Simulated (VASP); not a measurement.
# Cs (Im-3m) in VASP: settings compared

Aim: see how the results for Cs move with the level of theory and the settings. Levels: SVWN5, PBEsol. Tasks: single point.

Everything below comes from runs of VASP 6.6.1. Logs are shortened: lines on timing, memory, paths and dates and some standing lists are left out, and cuts for length are marked.

### 1 The cell of the first run

The structure is cubic, space group Im-3m (No. 229). The conventional cell has a = 6.257 Å, b = 6.257 Å, c = 6.257 Å, α = 90.00°, β = 90.00°, γ = 90.00°.

### 2 Single point, SVWN5

The input, INCAR:

```
SYSTEM = Cs
ALGO = Normal ; EDIFF = 1E-6
ENCUT = 520 ; GGA = VW
ISIF = 2 ; ISMEAR = -5
LASPH = .TRUE. ; LCHARG = .FALSE.
LREAL = .FALSE. ; LWAVE = .FALSE.
NBANDS = 10 ; NELM = 100
PREC = Accurate ; SIGMA = 0.05
```

The input, KPOINTS:

```
k-points
0
G
  6 6 6
  0 0 0
```

The input, POSCAR:

```
Cs
1.0
   -3.1284650614      3.1284650614      3.1284650614
    3.1284650614     -3.1284650614      3.1284650614
    3.1284650614      3.1284650614     -3.1284650614
Cs
1
Direct
    0.0000000000      0.0000000000      0.0000000000
```

Potentials or basis: VASP PAW PBE potentials, release 64 (Cs_sv).

Command:

```
> cat potpaw_PBE.64/Cs_sv/POTCAR > POTCAR
> mpirun -np 1 vasp_std > vasp.out
```

OUTCAR:

```text
SYSTEM = Cs
   EDIFF = 1E-6
   ENCUT = 520
   GGA = VW
   ISIF = 2
   ISMEAR = -5
   LASPH = .TRUE.
   LREAL = .FALSE.
   NELM = 100
   PREC = Accurate

 ion  position               nearest neighbor table
   1  0.000  0.000  0.000-

  LATTYP: Found a body centered cubic cell.
 ALAT       =     6.2569301228

  Lattice vectors:

 A1 = (  -3.1284650614,   3.1284650614,   3.1284650614)
 A2 = (   3.1284650614,  -3.1284650614,   3.1284650614)
 A3 = (   3.1284650614,   3.1284650614,  -3.1284650614)

Analysis of symmetry for initial positions (statically):
=====================================================================
 Subroutine PRICEL returns:
 Original cell was already a primitive cell.

 Routine SETGRP: Setting up the symmetry group for a
 body centered cubic supercell.

 Subroutine GETGRP returns: Found 48 space group operations
 (whereof 48 operations were pure point group operations)
 out of a pool of 48 trial point group operations.

The static configuration has the point symmetry O_h .

Analysis of symmetry for dynamics (positions and initial velocities):
=====================================================================
 Subroutine PRICEL returns:
 Original cell was already a primitive cell.

 Routine SETGRP: Setting up the symmetry group for a
 body centered cubic supercell.

 Subroutine GETGRP returns: Found 48 space group operations
 (whereof 48 operations were pure point group operations)
 out of a pool of 48 trial point group operations.

The dynamic configuration has the point symmetry O_h .

 Subroutine INISYM returns: Found 48 space group operations
 (whereof 48 operations are pure point group operations),
 and found     1 'primitive' translations

----------------------------------------------------------------------------------------

                                     Primitive cell

  volume of cell :     122.4768

  direct lattice vectors                    reciprocal lattice vectors
    -3.128465061  3.128465061  3.128465061     0.000000000  0.159822785  0.159822785
     3.128465061 -3.128465061  3.128465061     0.159822785  0.000000000  0.159822785
     3.128465061  3.128465061 -3.128465061     0.159822785  0.159822785  0.000000000

  length of vectors
     5.418660436  5.418660436  5.418660436     0.226023551  0.226023551  0.226023551

  position of ions in fractional coordinates (direct lattice)
     0.000000000  0.000000000  0.000000000

  ion indices of the primitive-cell ions
   primitive index   ion index
                 1           1

----------------------------------------------------------------------------------------

 KPOINTS: k-points

Automatic generation of k-mesh.
 Grid dimensions read from file:
 generate k-points for:    6    6    6

 Generating k-lattice:

  Cartesian coordinates                     Fractional coordinates (reciprocal lattice)
     0.000000000  0.026637131  0.026637131     0.166666667  0.000000000  0.000000000
     0.026637131  0.000000000  0.026637131     0.000000000  0.166666667  0.000000000
     0.026637131  0.026637131  0.000000000     0.000000000  0.000000000  0.166666667

  Length of vectors
     0.037670592  0.037670592  0.037670592

  Shift w.r.t. Gamma in fractional coordinates (k-lattice)
     0.000000000  0.000000000  0.000000000

 TETIRR: Found    191 inequivalent tetrahedra from     1296

 Subroutine IBZKPT returns following result:
 ===========================================

 Found     16 irreducible k-points:

 Following reciprocal coordinates:
            Coordinates               Weight
  0.000000  0.000000  0.000000      1.000000
  0.166667  0.000000  0.000000     12.000000
  0.333333  0.000000  0.000000     12.000000
  0.500000  0.000000  0.000000      6.000000
  0.166667  0.166667  0.000000     24.000000
  0.333333  0.166667  0.000000     48.000000
[... 8 lines left out ...]
  0.500000  0.500000  0.333333     12.000000
  0.500000  0.500000  0.500000      1.000000
   k-points           NKPTS =     16   k-points in BZ     NKDIM =     16   number of bands    NBANDS=     10
   number of dos      NEDOS =    301   number of ions     NIONS =      1
   total plane-waves  NPLWV =  64000
   dimension x,y,z NGX =    40 NGY =   40 NGZ =   40
   dimension x,y,z NGXF=    80 NGYF=   80 NGZF=   80
   ions per type =               1
   NGX,Y,Z   is equivalent  to a cutoff of  12.27, 12.27, 12.27 a.u.
   NGXF,Y,Z  is equivalent  to a cutoff of  24.54, 24.54, 24.54 a.u.
 SYSTEM =  Cs
   PREC   = accura    normal or accurate (medium, high low for compatibility)
   ISTART =      0    job   : 0-new  1-cont  2-samecut
   ICHARG =      2    charge: 1-file 2-atom 10-const
   ISPIN  =      1    spin polarized calculation?
   LNONCOLLINEAR =      F non collinear calculations
   LSORBIT =      F    spin-orbit coupling
   LASPH  =      T    aspherical Exc in radial PAW
   ENCUT  =  520.0 eV  38.22 Ry    6.18 a.u.  10.08 10.08 10.08*2*pi/ulx,y,z
   NELM   =    100;   NELMIN=  2; NELMDL= -5     # of ELM steps
   EDIFF  = 0.1E-05   stopping-criterion for ELM
   LREAL  =      F    real-space projection
   EDIFFG = 0.1E-04   stopping-criterion for IOM
   NSW    =      0    number of steps for IOM
   IBRION =     -1    ionic relax: 0-MD 1-quasi-New 2-CG
   NFREE  =      0    steps in history (QN), initial steepest desc. (CG)
   ISIF   =      2    stress and relaxation
   ISYM   =      2    0-nonsym 1-usesym 2-fastsym
   POTIM  = 0.5000    time-step for ionic-motion
   TEBEG  =    0.0;   TEEND  =   0.0 temperature during run
   PSTRESS=    0.0 pullay stress
   NELECT =       9.0000    total number of electrons
   NUPDOWN=      -1.0000    fix difference up-down
   EMIN   =  10.00;   EMAX   =-10.00  energy-range for DOS
   EFERMI =   0.00;   METHOD = LEGACY
   ISMEAR =    -5;   SIGMA  =   0.05  broadening in eV -4-tet -1-fermi 0-gaus
   EFERMI_NEDOS =   21; number of points for ismear=-14 and -15
   IALGO  =     38    algorithm
   IMIX   =      4    mixing-type and parameters
     AMIX     =   0.40;   BMIX     =  1.00
     AMIX_MAG =   1.60;   BMIX_MAG =  1.00
  volume/ion in A,a.u.               =     122.48       826.51
  Fermi-wavevector in a.u.,A,eV,Ry     =   0.685706  1.295796  6.397353  0.470192
  Thomas-Fermi vector in A             =   1.765724
   LORBIT       =      0    0 simple, 1 ext, 2 COOP (PROOUT), +10 PAW based schemes
   GGA     = VW    functional components
   LHFCALC =     F    Hartree Fock is set to
   AEXX    =    0.0000 exact exchange contribution
   IVDW    =     0    specifies the selected vdW correction
   LEPSILON=     F    determine dielectric tensor
   LRPA    =     F    only Hartree local field effects (RPA)
 non-spin polarized calculation
 Fermi weights with tetrahedron method with Bloechl corrections
  energy-cutoff  :      520.00
  volume of cell :      122.48
 maximum number of plane-waves:      3322
   NGX = 21   NGY = 21   NGZ = 21

 number of electron       8.9999999 magnetization

 Free energy of the ion-electron system (eV)
  ---------------------------------------------------
  ext. energy  EPLUGINS =         0.00000000
  ---------------------------------------------------
  free energy    TOTEN  =        -0.96046965 eV

  energy without entropy =       -0.96046965  energy(sigma->0) =       -0.96046965

 E-fermi :   0.0980     XC(G=0):  -5.4518

 val. band max:       -0.0332923875   @ k =   0.1667   0.1667   0.1667
 cond. band min:       0.1023498679   @ k =   0.3333   0.1667   0.0000
 fundamental gap:      0.1356422554
 Fermi energy:         0.0979899192

 k-point     1 :       0.0000    0.0000    0.0000
  band No.  band energies     occupation
      1     -23.8537      2.00000
      2     -10.5368      2.00000
      3     -10.5368      2.00000
      4     -10.5368      2.00000
      5      -1.5394      2.00000
      6       2.4698      0.00000
      7       2.4698      0.00000
      8       2.4698      0.00000
      9       3.3187      0.00000
     10       3.3187      0.00000

 k-point     2 :       0.1667    0.0000    0.0000
  band No.  band energies     occupation
      1     -23.8525      2.00000
      2     -10.5658      2.00000
      3     -10.5465      2.00000
      4     -10.5368      2.00000
      5      -1.2543      2.00000
      6       2.1636      0.00000
      7       2.2147      0.00000
      8       2.7558      0.00000
      9       3.1028      0.00000
     10       3.2970      0.00000

 k-point     3 :       0.3333    0.0000    0.0000
  band No.  band energies     occupation
      1     -23.8500      2.00000
      2     -10.6222      2.00000
      3     -10.5656      2.00000
      4     -10.5368      2.00000
      5      -0.5123      2.24769
      6       1.4298      0.00000
      7       1.8424      0.00000
      8       3.2167      0.00000
      9       3.4286      0.00000
     10       3.5773      0.00000

 k-point     4 :       0.5000    0.0000    0.0000
  band No.  band energies     occupation
      1     -23.8488      2.00000
      2     -10.6497      2.00000
      3     -10.5750      2.00000
      4     -10.5367      2.00000
      5       0.1191      0.80002
      6       0.9579      0.00000
      7       1.6942      0.00000
      8       3.0940      0.00000
      9       3.7110      0.00000
     10       4.3588      0.00000
[... 118 lines left out ...]
 k-point    14 :      -0.3333    0.3333    0.3333
  band No.  band energies     occupation
      1     -23.8469      2.00000
      2     -10.6115      2.00000
      3     -10.5972      2.00000
      4     -10.5972      2.00000
      5       0.3294      0.25563
      6       1.1874      0.00000
      7       2.4106      0.00000
      8       2.4106      0.00000
      9       2.6125      0.00000
     10       3.6526      0.00000

 k-point    15 :       0.5000    0.5000    0.3333
  band No.  band energies     occupation
      1     -23.8459      2.00000
      2     -10.6263      2.00000
      3     -10.6077      2.00000
      4     -10.5984      2.00000
      5       0.8355     -0.05215
      6       0.8618      0.00000
      7       2.0673      0.00000
      8       2.5116      0.00000
      9       3.1501      0.00000
     10       4.3050      0.00000

 k-point    16 :       0.5000    0.5000    0.5000
  band No.  band energies     occupation
      1     -23.8449      2.00000
      2     -10.6184      2.00000
      3     -10.6184      2.00000
      4     -10.6184      2.00000
      5       0.8072      0.00000
      6       0.8072      0.00000
      7       2.9442      0.00000
      8       2.9442      0.00000
      9       2.9442      0.00000
     10       4.0490      0.00000

------------------------ aborting loop because EDIFF is reached ----------------------------------------

  FORCE on cell =-STRESS in cart. coord.  units (eV):
  Direction    XX          YY          ZZ          XY          YZ          ZX
  --------------------------------------------------------------------------------------
  -------------------------------------------------------------------------------------
  Total       -0.3132064     -0.3132064     -0.3132064     -0.0000000     -0.0000000     -0.0000000
  in kB       -4.0972018     -4.0972018     -4.0972018     -0.0000000     -0.0000000     -0.0000000
  external PRESSURE =      -4.0972018 kB  Pullay stress =       0.0000000 kB

 VOLUME and BASIS-vectors are now :
 -----------------------------------------------------------------------------
  energy-cutoff  :      520.00
  volume of cell :      122.48
      direct lattice vectors                 reciprocal lattice vectors
    -3.128465061  3.128465061  3.128465061     0.000000000  0.159822785  0.159822785
     3.128465061 -3.128465061  3.128465061     0.159822785  0.000000000  0.159822785
     3.128465061  3.128465061 -3.128465061     0.159822785  0.159822785  0.000000000

 POSITION                                       TOTAL-FORCE (eV/Angst)
 -----------------------------------------------------------------------------------
      0.00000      0.00000      0.00000        -0.000000     -0.000000     -0.000000
 -----------------------------------------------------------------------------------
    total drift:                               -0.000000     -0.000000     -0.000000

  FREE ENERGIE OF THE ION-ELECTRON SYSTEM (eV)
  ---------------------------------------------------
  free  energy   TOTEN  =        -0.9604696534 eV

  energy  without entropy=       -0.9604696534  energy(sigma->0) =       -0.96046965
```

Run time: 12 s. Hardware: 1 thread of Intel Xeon 8259CL, shared host; peak memory 0.19 GiB.

What came out:

```
Free energy : -0.9605 eV
Pressure    : -0.4 GPa
```

Levels at points of the mesh, in eV from the Fermi level:
```tsv
k point	band 1	band 2	band 3	band 4	band 5	band 6	band 7	band 8	band 9
(0.00, 0.00, 0.00)	-23.95	-10.63	-10.63	-10.63	-1.64	2.37	2.37	2.37	3.22
(0.50, 0.00, 0.00)	-23.95	-10.75	-10.67	-10.63	0.02	0.86	1.60	3.00	3.61
(0.50, 0.50, 0.50)	-23.94	-10.72	-10.72	-10.72	0.71	0.71	2.85	2.85	2.85
```

Caveat: the PAW data sets were made with another functional, which shifts forces and pressure a little; spin-orbit coupling is left out, which moves the levels of the heavy elements; tetrahedron occupations give inexact forces and stress in metals.

### 3 Single point, PBEsol

This run uses another cell than the first one, of 27.40 Å³/atom, 0.224 times its volume.

The input, INCAR:

```
ALGO = Normal
EDIFF = 1E-6
ENCUT = 520
GGA = PS
ISIF = 2
ISMEAR = -1
LASPH = True
LCHARG = False
LREAL = False
LWAVE = False
NBANDS = 10
NELM = 80
PREC = Accurate
SIGMA = 0.05
```

The input, KPOINTS:

```
k-points
0
Gamma
  6 6 6
```

The input, POSCAR:

```
Cs
1.0
   -1.8992323981      1.8992323981      1.8992323981
    1.8992323981     -1.8992323981      1.8992323981
    1.8992323981      1.8992323981     -1.8992323981
Cs
1
Direct
    0.0000000000      0.0000000000      0.0000000000
```

Potentials or basis: VASP PAW PBE potentials, release 64 (Cs_sv).

Command:

```
> cat potpaw_PBE.64/Cs_sv/POTCAR > POTCAR
> mpirun -np 1 vasp_std > vasp.out
```

Wall time 4.1 s (1 thread of Intel Xeon Platinum 8375C at 2.90GHz (Ice Lake), shared host); peak memory 0.13 GiB.

It converged, with:

| Item | Value |
| --- | --- |
| Free energy | 0.7266 eV |
| Pressure | 21.4 GPa |

Levels at points of the mesh, in eV from the Fermi level:
```
           k point  band 1  band 2  band 3  band 4  band 5  band 6  band 7  band 8  band 9
(0.00, 0.00, 0.00)  -25.39   -8.52   -8.52   -8.52    0.02    3.44    3.44    3.44    6.30
(0.50, 0.00, 0.00)  -23.93  -13.98  -10.19   -8.79   -1.22    0.46    7.60    8.16    8.23
(0.50, 0.50, 0.50)  -22.99  -12.06  -12.06  -12.06   -2.59   -2.59   11.45   11.45   11.47
```

Caveat: the k points lie up to 0.39 Å⁻¹ apart; the PAW data sets were made with another functional, which shifts forces and pressure a little; spin-orbit coupling is left out, which moves the levels of the heavy elements.
